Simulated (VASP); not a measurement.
# GaAs (F-43m) in VASP: notebook

GaAs is run at these levels: PBEsol; tasks: single point.

All numbers are computed with VASP 6.6.1; they aren't measurements. Logs are shortened: lines on timing, memory, paths and dates and some standing lists are left out, and cuts for length are marked.

## Step 1: The cell of the first run

The structure is cubic, space group F-43m (No. 216). Conventional cell: a = 5.750 Å, b = 5.750 Å, c = 5.750 Å, α = 90.00°, β = 90.00°, γ = 90.00°. Within 3.3 Å of Ga (site symmetry -43m) lie 4 As at 2.49 Å. Within 3.3 Å of As (site symmetry -43m) lie 4 Ga at 2.49 Å.

## Step 2: Single point, PBEsol

The input, INCAR:

```
ALGO = Normal
EDIFF = 1E-6
ENCUT = 520
GGA = PS
ISIF = 2
ISMEAR = 0
LASPH = True
LCHARG = False
LREAL = False
LWAVE = False
NBANDS = 16
NELM = 80
PREC = Accurate
SIGMA = 0.1
```

The input, KPOINTS:

```
k-points
0
Gamma
  6 6 6
```

The input, POSCAR:

```
GaAs
1.0
    0.0000000000      2.8750910496      2.8750910496
    2.8750910496      0.0000000000      2.8750910496
    2.8750910496      2.8750910496      0.0000000000
Ga As
1 1
Direct
    0.0000000000      0.0000000000      0.0000000000
    0.2500000000      0.2500000000      0.2500000000
```

Potentials or basis: VASP PAW PBE potentials, release 64 (Ga_d, As).

Launch:

```sh
cat potpaw_PBE.64/Ga_d/POTCAR potpaw_PBE.64/As/POTCAR > POTCAR
mpirun -np 1 vasp_std > vasp.out
```

OUTCAR:

```text
EDIFF = 1E-6
   ENCUT = 520
   GGA = PS
   ISIF = 2
   ISMEAR = 0
   LASPH = True
   LREAL = False
   NELM = 80
   PREC = Accurate

 ion  position               nearest neighbor table
   1  0.000  0.000  0.000-   2 2.49   2 2.49   2 2.49   2 2.49
   2  0.250  0.250  0.250-   1 2.49   1 2.49   1 2.49   1 2.49

  LATTYP: Found a face centered cubic cell.
 ALAT       =     5.7501820992

  Lattice vectors:

 A1 = (   0.0000000000,   2.8750910496,   2.8750910496)
 A2 = (   2.8750910496,   0.0000000000,   2.8750910496)
 A3 = (   2.8750910496,   2.8750910496,   0.0000000000)

Analysis of symmetry for initial positions (statically):
=====================================================================
 Subroutine PRICEL returns:
 Original cell was already a primitive cell.

 Routine SETGRP: Setting up the symmetry group for a
 face centered cubic supercell.

 Subroutine GETGRP returns: Found 24 space group operations
 (whereof 24 operations were pure point group operations)
 out of a pool of 48 trial point group operations.

The static configuration has the point symmetry T_d .

Analysis of symmetry for dynamics (positions and initial velocities):
=====================================================================
 Subroutine PRICEL returns:
 Original cell was already a primitive cell.

 Routine SETGRP: Setting up the symmetry group for a
 face centered cubic supercell.

 Subroutine GETGRP returns: Found 24 space group operations
 (whereof 24 operations were pure point group operations)
 out of a pool of 48 trial point group operations.

The dynamic configuration has the point symmetry T_d .

 Subroutine INISYM returns: Found 24 space group operations
 (whereof 24 operations are pure point group operations),
 and found     1 'primitive' translations

----------------------------------------------------------------------------------------

                                     Primitive cell

  volume of cell :      47.5319

  direct lattice vectors                    reciprocal lattice vectors
     0.000000000  2.875091050  2.875091050    -0.173907536  0.173907536  0.173907536
     2.875091050  0.000000000  2.875091050     0.173907536 -0.173907536  0.173907536
     2.875091050  2.875091050  0.000000000     0.173907536  0.173907536 -0.173907536

  length of vectors
     4.065992755  4.065992755  4.065992755     0.301216688  0.301216688  0.301216688

  position of ions in fractional coordinates (direct lattice)
     0.000000000  0.000000000  0.000000000
[... 68 lines left out ...]
   NELM   =     80;   NELMIN=  2; NELMDL= -5     # of ELM steps
   EDIFF  = 0.1E-05   stopping-criterion for ELM
   LREAL  =      F    real-space projection
   EDIFFG = 0.1E-04   stopping-criterion for IOM
   NSW    =      0    number of steps for IOM
   IBRION =     -1    ionic relax: 0-MD 1-quasi-New 2-CG
   NFREE  =      0    steps in history (QN), initial steepest desc. (CG)
   ISIF   =      2    stress and relaxation
   ISYM   =      2    0-nonsym 1-usesym 2-fastsym
   POTIM  = 0.5000    time-step for ionic-motion
   TEBEG  =    0.0;   TEEND  =   0.0 temperature during run
   PSTRESS=    0.0 pullay stress
   NELECT =      18.0000    total number of electrons
   NUPDOWN=      -1.0000    fix difference up-down
   EMIN   =  10.00;   EMAX   =-10.00  energy-range for DOS
   EFERMI =   0.00;   METHOD = LEGACY
   ISMEAR =     0;   SIGMA  =   0.10  broadening in eV -4-tet -1-fermi 0-gaus
   EFERMI_NEDOS =   21; number of points for ismear=-14 and -15
   IALGO  =     38    algorithm
   IMIX   =      4    mixing-type and parameters
     AMIX     =   0.40;   BMIX     =  1.00
     AMIX_MAG =   1.60;   BMIX_MAG =  1.00
  volume/ion in A,a.u.               =      23.77       160.38
  Fermi-wavevector in a.u.,A,eV,Ry     =   1.184415  2.238221 19.086796  1.402840
  Thomas-Fermi vector in A             =   2.320630
   LORBIT       =      0    0 simple, 1 ext, 2 COOP (PROOUT), +10 PAW based schemes
   GGA     = PS    functional components
   LHFCALC =     F    Hartree Fock is set to
   AEXX    =    0.0000 exact exchange contribution
   IVDW    =     0    specifies the selected vdW correction
   LEPSILON=     F    determine dielectric tensor
   LRPA    =     F    only Hartree local field effects (RPA)
 non-spin polarized calculation
 Gauss-broadening in eV      SIGMA  =   0.10
  energy-cutoff  :      520.00
  volume of cell :       47.53
 maximum number of plane-waves:      1303
   NGX = 15   NGY = 15   NGZ = 15

 number of electron      17.9999988 magnetization

 Free energy of the ion-electron system (eV)
  ---------------------------------------------------
  ext. energy  EPLUGINS =         0.00000000
  ---------------------------------------------------
  free energy    TOTEN  =        -9.04651490 eV

  energy without entropy =       -9.04579407  energy(sigma->0) =       -9.04615448

 E-fermi :   3.4234     XC(G=0):  -9.5437

 val. band max:        3.3506360247   @ k =   0.0000   0.0000   0.0000
 cond. band min:       3.4314314235   @ k =   0.0000   0.0000   0.0000
 fundamental gap:      0.0807953988
 Fermi energy:         3.4234258133

 k-point     1 :       0.0000    0.0000    0.0000
  band No.  band energies     occupation
      1     -11.3499      2.00000
      2     -11.3499      2.00000
      3     -11.3499      2.00000
      4     -11.2818      2.00000
      5     -11.2818      2.00000
      6      -9.0484      2.00000
[... 281 lines left out ...]
      3     -11.3114      2.00000
      4     -11.2943      2.00000
      5     -11.2756      2.00000
      6      -6.7071      2.00000
[... 8 lines left out ...]
     15      15.1777      0.00000
     16      16.2657      0.00000

------------------------ aborting loop because EDIFF is reached ----------------------------------------

  FORCE on cell =-STRESS in cart. coord.  units (eV):
  Direction    XX          YY          ZZ          XY          YZ          ZX
  --------------------------------------------------------------------------------------
  -------------------------------------------------------------------------------------
  Total       -0.8280404     -0.8280404     -0.8280404      0.0000000      0.0000000      0.0000000
  in kB      -27.9111241    -27.9111241    -27.9111241      0.0000000      0.0000000      0.0000000
  external PRESSURE =     -27.9111241 kB  Pullay stress =       0.0000000 kB

 VOLUME and BASIS-vectors are now :
 -----------------------------------------------------------------------------
  energy-cutoff  :      520.00
  volume of cell :       47.53
      direct lattice vectors                 reciprocal lattice vectors
     0.000000000  2.875091050  2.875091050    -0.173907536  0.173907536  0.173907536
     2.875091050  0.000000000  2.875091050     0.173907536 -0.173907536  0.173907536
     2.875091050  2.875091050  0.000000000     0.173907536  0.173907536 -0.173907536

 POSITION                                       TOTAL-FORCE (eV/Angst)
 -----------------------------------------------------------------------------------
      0.00000      0.00000      0.00000        -0.000000     -0.000000     -0.000000
      1.43755      1.43755      1.43755         0.000000      0.000000      0.000000
 -----------------------------------------------------------------------------------
    total drift:                                0.000001      0.000001      0.000001

  FREE ENERGIE OF THE ION-ELECTRON SYSTEM (eV)
  ---------------------------------------------------
  free  energy   TOTEN  =        -9.0465148963 eV

  energy  without entropy=       -9.0457940652  energy(sigma->0) =       -9.04615448
```

stdout:

```text
POSCAR found type information on POSCAR GaAs
 POSCAR found :  2 types and       2 ions
 scaLAPACK will be used
 -----------------------------------------------------------------------------
|                                                                             |
|                                                                             |
|     You enforced a specific xc type in the INCAR file but a different       |
|     I HOPE YOU KNOW WHAT YOU ARE DOING!                                     |
|                                                                             |
 -----------------------------------------------------------------------------

 LDA part: xc-table for (Slater+PW92), standard interpolation
 POSCAR, INCAR and KPOINTS ok, starting setup
 FFT: planning ... GRIDC
 FFT: planning ... GRID_SOFT
 FFT: planning ... GRID
 WAVECAR not read
 entering main loop
```

It took 19 s on 1 thread of AMD EPYC 7R43 (Zen 3), shared host; peak memory 0.13 GiB.

Results:

- Free energy: -9.0465 eV
- Pressure: -2.8 GPa
- Band gap on the k mesh: 0.08 eV, direct

Levels at points of the mesh, in eV from the valence-band top:
```tsv
k point	band 7	band 8	band 9	band 10	band 11	band 12
(0.00, 0.00, 0.00)	0.00	0.00	0.00	0.08	3.67	3.67
(0.50, 0.00, 0.00)	-6.42	-1.07	-1.07	0.79	4.56	4.56
(0.50, 0.50, 0.00)	-6.62	-2.53	-2.53	1.44	1.59	9.72
```

Caveat: the PAW data sets were made with another functional, which shifts forces and pressure a little.

## Step 3: Single point, PBEsol

This run uses another cell than the first one, of 22.64 Å³/atom, 0.953 times its volume.

The input, INCAR:

```
ALGO     = Normal         # electronic algorithm
EDIFF    = 1E-6           # SCF threshold, eV
ENCUT    = 520            # plane-wave cutoff, eV
GGA      = PS             # functional
ISIF     = 2              # what is computed and relaxed
ISMEAR   = 0              # smearing method
LASPH    = T              # aspherical terms in the spheres
LCHARG   = F              # write CHGCAR
LREAL    = F              # projectors in reciprocal space
LWAVE    = F              # write WAVECAR
NBANDS   = 16             # bands
NELM     = 80             # most SCF steps
PREC     = Accurate       # precision mode
SIGMA    = 0.01           # smearing width, eV
```

The input, KPOINTS:

```
k-points
0
Gamma
  10 10 10
```

The input, POSCAR:

```
GaAs
1.0
    0.0000000000      2.8289764069      2.8289764069
    2.8289764069      0.0000000000      2.8289764069
    2.8289764069      2.8289764069      0.0000000000
Ga As
1 1
Direct
    0.0000000000      0.0000000000      0.0000000000
    0.2500000000      0.2500000000      0.2500000000
```

Potentials or basis: VASP PAW PBE potentials, release 64 (Ga_d, As).

Launch:

```sh
cat potpaw_PBE.64/Ga_d/POTCAR potpaw_PBE.64/As/POTCAR > POTCAR
mpirun -np 1 vasp_std > vasp.out
```

OUTCAR:

```text
EDIFF = 1E-6
   ENCUT = 520
   GGA = PS
   ISIF = 2
   ISMEAR = 0
   LASPH = T
   LREAL = F
   NELM = 80
   PREC = Accurate

 ion  position               nearest neighbor table
   1  0.000  0.000  0.000-   2 2.45   2 2.45   2 2.45   2 2.45
   2  0.250  0.250  0.250-   1 2.45   1 2.45   1 2.45   1 2.45

  LATTYP: Found a face centered cubic cell.
 ALAT       =     5.6579528138

  Lattice vectors:

 A1 = (   0.0000000000,   2.8289764069,   2.8289764069)
 A2 = (   2.8289764069,   0.0000000000,   2.8289764069)
 A3 = (   2.8289764069,   2.8289764069,   0.0000000000)

Analysis of symmetry for initial positions (statically):
=====================================================================
 Subroutine PRICEL returns:
 Original cell was already a primitive cell.

 Routine SETGRP: Setting up the symmetry group for a
 face centered cubic supercell.

 Subroutine GETGRP returns: Found 24 space group operations
 (whereof 24 operations were pure point group operations)
 out of a pool of 48 trial point group operations.

The static configuration has the point symmetry T_d .

Analysis of symmetry for dynamics (positions and initial velocities):
=====================================================================
 Subroutine PRICEL returns:
 Original cell was already a primitive cell.

 Routine SETGRP: Setting up the symmetry group for a
 face centered cubic supercell.

 Subroutine GETGRP returns: Found 24 space group operations
 (whereof 24 operations were pure point group operations)
 out of a pool of 48 trial point group operations.

The dynamic configuration has the point symmetry T_d .

 Subroutine INISYM returns: Found 24 space group operations
 (whereof 24 operations are pure point group operations),
 and found     1 'primitive' translations

----------------------------------------------------------------------------------------

                                     Primitive cell

  volume of cell :      45.2812

[... 108 lines left out ...]
     AMIX_MAG =   1.60;   BMIX_MAG =  1.00
  volume/ion in A,a.u.               =      22.64       152.79
  Fermi-wavevector in a.u.,A,eV,Ry     =   1.203722  2.274705 19.714129  1.448948
  Thomas-Fermi vector in A             =   2.339468
   LORBIT       =      0    0 simple, 1 ext, 2 COOP (PROOUT), +10 PAW based schemes
   GGA     = PS    functional components
   LHFCALC =     F    Hartree Fock is set to
   AEXX    =    0.0000 exact exchange contribution
   IVDW    =     0    specifies the selected vdW correction
   LEPSILON=     F    determine dielectric tensor
   LRPA    =     F    only Hartree local field effects (RPA)
 non-spin polarized calculation
 Gauss-broadening in eV      SIGMA  =   0.01
  energy-cutoff  :      520.00
  volume of cell :       45.28
 maximum number of plane-waves:      1243
 NGX is ok and might be reduce to    30
   NGX = 15   NGY = 15   NGZ = 15

 number of electron      17.9999993 magnetization

 Free energy of the ion-electron system (eV)
  ---------------------------------------------------
  ext. energy  EPLUGINS =         0.00000000
  ---------------------------------------------------
  free energy    TOTEN  =        -9.09149972 eV

  energy without entropy =       -9.09149972  energy(sigma->0) =       -9.09149972

 E-fermi :   3.8794     XC(G=0):  -9.7630

 val. band max:        3.7827382625   @ k =   0.0000   0.0000   0.0000
 cond. band min:       4.2219420312   @ k =   0.0000   0.0000   0.0000
 fundamental gap:      0.4392037687
 Fermi energy:         3.8793911137

 k-point     1 :       0.0000    0.0000    0.0000
  band No.  band energies     occupation
      1     -10.9872      2.00000
      2     -10.9872      2.00000
      3     -10.9872      2.00000
      4     -10.9077      2.00000
      5     -10.9077      2.00000
      6      -8.9533      2.00000
[... 433 lines left out ...]
      3     -10.9495      2.00000
      4     -10.9256      2.00000
      5     -10.8980      2.00000
      6      -7.2136      2.00000
[... 8 lines left out ...]
     15      16.0224      0.00000
     16      16.4913      0.00000

 [... further k-points ...]

------------------------ aborting loop because EDIFF is reached ----------------------------------------

  FORCE on cell =-STRESS in cart. coord.  units (eV):
  Direction    XX          YY          ZZ          XY          YZ          ZX
  --------------------------------------------------------------------------------------
  -------------------------------------------------------------------------------------
  Total        0.0564889      0.0564889      0.0564889      0.0000000      0.0000000      0.0000000
  in kB        1.9987369      1.9987369      1.9987369      0.0000000      0.0000000      0.0000000
  external PRESSURE =       1.9987369 kB  Pullay stress =       0.0000000 kB

 VOLUME and BASIS-vectors are now :
 -----------------------------------------------------------------------------
  energy-cutoff  :      520.00
  volume of cell :       45.28
      direct lattice vectors                 reciprocal lattice vectors
     0.000000000  2.828976407  2.828976407    -0.176742372  0.176742372  0.176742372
     2.828976407  0.000000000  2.828976407     0.176742372 -0.176742372  0.176742372
     2.828976407  2.828976407  0.000000000     0.176742372  0.176742372 -0.176742372

 POSITION                                       TOTAL-FORCE (eV/Angst)
 -----------------------------------------------------------------------------------
      0.00000      0.00000      0.00000         0.000000     -0.000000      0.000000
      1.41449      1.41449      1.41449        -0.000000      0.000000     -0.000000
 -----------------------------------------------------------------------------------
    total drift:                                0.000000      0.000000      0.000000

  FREE ENERGIE OF THE ION-ELECTRON SYSTEM (eV)
  ---------------------------------------------------
  free  energy   TOTEN  =        -9.0914997241 eV

  energy  without entropy=       -9.0914997241  energy(sigma->0) =       -9.09149972
```

OSZICAR:

```text
N       E                     dE             d eps       ncg     rms          rms(c)
DAV:   1     0.825212129330E+02    0.82521E+02   -0.89789E+03  1560   0.154E+03
DAV:   2    -0.278263284996E+01   -0.85304E+02   -0.81225E+02  1744   0.312E+02
DAV:   3    -0.919040807798E+01   -0.64078E+01   -0.63899E+01  1736   0.659E+01
DAV:   4    -0.928883178845E+01   -0.98424E-01   -0.98410E-01  1968   0.898E+00
DAV:   5    -0.929012413344E+01   -0.12923E-02   -0.12923E-02  1784   0.917E-01    0.293E+00
DAV:   6    -0.912459719427E+01    0.16553E+00   -0.22498E-01  2312   0.918E+00    0.173E+00
DAV:   7    -0.909309430607E+01    0.31503E-01   -0.58899E-02  2224   0.202E+00    0.534E-01
DAV:   8    -0.909128577570E+01    0.18085E-02   -0.92334E-03  1904   0.110E+00    0.105E-01
DAV:   9    -0.909144781446E+01   -0.16204E-03   -0.68937E-04  1872   0.325E-01    0.424E-02
DAV:  10    -0.909147910742E+01   -0.31293E-04   -0.50073E-05  2272   0.712E-02    0.227E-02
DAV:  11    -0.909149971441E+01   -0.20607E-04   -0.23681E-05  1672   0.489E-02    0.261E-03
DAV:  12    -0.909149972410E+01   -0.96938E-08   -0.78688E-07  1464   0.140E-02
   1 F= -.90914997E+01 E0= -.90914997E+01  d E =-.454216E-45
```

stdout:

```text
POSCAR found type information on POSCAR GaAs
 POSCAR found :  2 types and       2 ions
 scaLAPACK will be used
 -----------------------------------------------------------------------------
|                                                                             |
|                                                                             |
|     You enforced a specific xc type in the INCAR file but a different       |
|     I HOPE YOU KNOW WHAT YOU ARE DOING!                                     |
|                                                                             |
 -----------------------------------------------------------------------------

 LDA part: xc-table for (Slater+PW92), standard interpolation
 POSCAR, INCAR and KPOINTS ok, starting setup
 FFT: planning ... GRIDC
 FFT: planning ... GRID_SOFT
 FFT: planning ... GRID
 WAVECAR not read
 entering main loop
```

Wall time 43 s (1 thread of AMD EPYC 7R43 (Zen 3), shared host); peak memory 0.15 GiB.

What came out:

* Free energy: -9.0915 eV
* Pressure: 0.2 GPa
* Band gap on the k mesh: 0.44 eV, direct

Caveat: the PAW data sets were made with another functional, which shifts forces and pressure a little. A hybrid or GW would open this gap; PBEsol tends to underestimate it.
